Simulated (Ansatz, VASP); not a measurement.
# TlCl: VASP beside Ansatz

```
Tl Cl
1.0
     3.79363    0.00000    0.00000
     0.00000    3.79363    0.00000
     0.00000    0.00000    3.79363
Tl Cl
1 1
Cartesian
  0.0000 0.0000 0.0000
  1.8968 1.8968 1.8968
```

Alike in both runs: task single point; functional PBE; k mesh 4 × 4 × 4; no spin polarisation.

```csv
,VASP,Ansatz
version,VASP 6.6.1,Ansatz 0.2.0
potentials or method,"VASP PAW PBE potentials, release 64 (Tl_d, Cl)",plane waves
plane-wave cutoff (eV),500,420
occupations,"gaussian, width 0.01 eV",fixed
valence electrons in the cell,20,20
```

Ansatz gave:

```
gap on the k mesh at the Fermi level (eV) : 1.99
pressure (GPa)                            : 2.4
```

Q: What did VASP give for the same quantities?

A: gap on the k mesh at the Fermi level (eV): 1.99; pressure (GPa): 2.3.

Neither program's run includes spin-orbit coupling.
